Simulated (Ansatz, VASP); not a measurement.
BeTeS4: VASP beside Ansatz

```xyz
6
Lattice="4.0213 0.7115 0.4725 0.3423 5.0521 0.1019 -1.2693 -2.0898 7.1723" Properties=species:S:1:pos:R:3 pbc="T T T"
Be    1.3760   -0.6891    3.8224
Te   -0.4635    1.4812    3.6371
S     0.3369    3.3423    5.4434
S     2.7573    0.3316    2.3033
S     0.7202    3.3797    2.1060
S     2.3741    0.2941    5.6407
```

Alike in both runs: functional PBE; k mesh 3 × 3 × 2; occupations gaussian, width 0.15 eV; no spin polarisation.

Ansatz relaxed the structure, and its values are those at the end. VASP's run is a single point on that final structure, the one shown.

```csv
,VASP,Ansatz
version,VASP 6.6.1,Ansatz 0.2.0
potentials or method,"VASP PAW PBE potentials, release 64 (Be, Te, S), cutoff 600 eV","scalar-relativistic, plane waves, PAW"
valence electrons in the cell,32,42
```

```tsv
	VASP	Ansatz	Ansatz less VASP
gap on the k mesh at the Fermi level (eV)	1.04	1.03	-0.009
least direct gap on the mesh (eV)	1.04	1.03	-0.009
pressure (GPa)	-0.2	0.0	+0.22
rms of the force components (eV/Å)	0.060	0.018	-0.0419
```

VASP's potentials hold 32 valence electrons a cell and Ansatz's 42, so a difference there can come from the potentials and not from the codes.

The k mesh is coarse, so the values compare programs but aren't converged. Neither program's run includes spin-orbit coupling.
